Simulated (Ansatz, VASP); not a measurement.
# Two plane-wave programs on MgH2

```
Mg H
1.0
     3.27232    0.00000    0.00000
     0.00000    3.27232    0.00000
     0.00000    0.00000    2.67779
Mg H
1 2
Direct
  0.00000 0.00000 0.00000
  0.50000 0.00000 0.50000
  0.00000 0.50000 0.50000
```

Change from the starting cell: ordered vacancies on the cation sites of caesium chloride (P4/mmm, No. 123).

Alike in both runs: functional PBE; k mesh 6 × 6 × 6; occupations gaussian, width 0.1 eV; no spin polarisation.

Ansatz relaxed the structure, and its values are those at the end. VASP's run is a single point on that final structure, the one shown.

|  | VASP | Ansatz |
| --- | --- | --- |
| version | VASP 6.6.1 | Ansatz 0.2.0 |
| potentials or method | VASP PAW PBE potentials, release 64 (Mg, H), cutoff 520 eV | scalar-relativistic, plane waves, PAW |
| valence electrons in the cell | 4 | 12 |

Ansatz gave:

```
gap on the k mesh at the Fermi level (eV) : none
pressure (GPa)                            : 0.0
```

**Question.** Which values does VASP return?

**Answer.** gap on the k mesh at the Fermi level (eV): none; pressure (GPa): -0.3.

A gap of «none» marks a metal or a gap that the smearing closes. VASP's potentials hold 4 valence electrons a cell and Ansatz's 12, so a difference there can come from the potentials and not from the codes.

The k mesh is coarse, so the values compare programs but aren't converged.
